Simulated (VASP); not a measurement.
Here is a VASP 6.6.1 calculation.

Contents of INCAR:

```
SYSTEM = Be2Si
PREC     = Accurate       ! precision mode
ENCUT    = 520            ! plane-wave cutoff, eV
EDIFF    = 1E-7           ! SCF threshold, eV
ISMEAR   = -1             ! smearing method
SIGMA    = 0.1            ! smearing width, eV
LREAL    = .False.        ! projectors in reciprocal space
LASPH    = .True.         ! aspherical terms in the spheres
NELM     = 60             ! most SCF steps
ALGO     = Fast           ! electronic algorithm
ISIF     = 2              ! what is computed and relaxed
LWAVE    = .False.        ! write WAVECAR
LCHARG   = .False.        ! write CHGCAR
GGA      = PE             ! functional
NBANDS   = 11             ! bands
```

KPOINTS

```
regular mesh
0
Gamma
  10 10 10
  0 0 0
```

The input POSCAR:

```
Be2Si
1.0
    0.0000000000      2.6400000000      2.6400000000
    2.6400000000      0.0000000000      2.6400000000
    2.6400000000      2.6400000000      0.0000000000
Si Be
1 2
Direct
    0.0000000000      0.0000000000      0.0000000000
    0.2500000000      0.2500000000      0.2500000000
    0.7500000000      0.7500000000      0.7500000000
```

Potentials or basis: VASP PAW PBE potentials, release 64 (Si, Be).

Command:

```sh
$ cat potpaw_PBE.64/Si/POTCAR potpaw_PBE.64/Be/POTCAR > POTCAR
$ mpirun -np 1 vasp_std > vasp.out
```

Q: Estimate the pressure.

A: 0.2 GPa.

Q: What does it give for the band gap on the k mesh?

A: Zero (bands 4 and 5 overlap by 0.66 eV).
